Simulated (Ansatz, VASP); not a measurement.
Ga3BAs4: VASP beside Ansatz

INCAR

```
  PREC = Accurate
  ENCUT = 520
  EDIFF = 1E-7
  ISMEAR = 0
  SIGMA = 0.01
  LREAL = False
  LASPH = True
  NELM = 80
  ALGO = Normal
  ISIF = 2
  LWAVE = False
  LCHARG = False
  GGA = PE
  NBANDS = 41
```

KPOINTS

```
Automatic mesh
0
Gamma
  4 4 4
```

File POSCAR:

```
Ga3BAs4
1.0
    5.4553826824      0.0000000000      0.0000000000
    0.0000000000      5.4553826824      0.0000000000
    0.0000000000      0.0000000000      5.4553826824
B As Ga
1 4 3
Direct
    0.0000000000      0.0000000000      0.0000000000
    0.2276394545      0.2276394545      0.2276394545
    0.7723605455      0.7723605455      0.2276394545
    0.7723605455      0.2276394545      0.7723605455
    0.2276394545      0.7723605455      0.7723605455
    0.5000000000      0.5000000000      0.0000000000
    0.5000000000      0.0000000000      0.5000000000
    0.0000000000      0.5000000000      0.5000000000
```

Input for Ansatz:

```yaml
crystal:
  lattice:
    - [5.4553826824, 0.0, 0.0]
    - [0.0, 5.4553826824, 0.0]
    - [0.0, 0.0, 5.4553826824]
  atoms:
    - { symbol: B, position: [0.0, 0.0, 0.0] }
    - { symbol: As, position: [0.2276394545, 0.2276394545, 0.2276394545] }
    - { symbol: Ga, position: [0.5, 0.5, 0.0] }
    - { symbol: As, position: [0.7723605455, 0.7723605455, 0.2276394545] }
    - { symbol: Ga, position: [0.5, 0.0, 0.5] }
    - { symbol: As, position: [0.7723605455, 0.2276394545, 0.7723605455] }
    - { symbol: Ga, position: [0.0, 0.5, 0.5] }
    - { symbol: As, position: [0.2276394545, 0.7723605455, 0.7723605455] }
kpoints:
  mp_grid: { grid: [4, 4, 4] }
hamiltonian:
  xc: pbe
scf:
  occupations: { method: fixed }
  n_extra_bands: 6
output:
  forces: true
  stress: true
  eigenvalues: true
```

Alike in both runs: task single point; functional PBE; k mesh 4 × 4 × 4; no spin polarisation.

|  | VASP | Ansatz |
| --- | --- | --- |
| version | VASP 6.6.1 | Ansatz 0.2.0 |
| potentials or method | VASP PAW PBE potentials, release 64 (B, As, Ga_d) | plane waves, PAW |
| plane-wave cutoff (eV) | 520 | 420 |
| occupations | gaussian, width 0.01 eV | fixed |
| valence electrons in the cell | 62 | 102 |

VASP gave:

- gap on the k mesh at the Fermi level (eV): 0.59
- pressure (GPa): 2.6

Task: What did Ansatz give for the same quantities?

Result: gap on the k mesh at the Fermi level (eV): 0.59; pressure (GPa): 2.4.

VASP's potentials hold 62 valence electrons a cell and Ansatz's 102, so a difference there can come from the potentials and not from the codes.
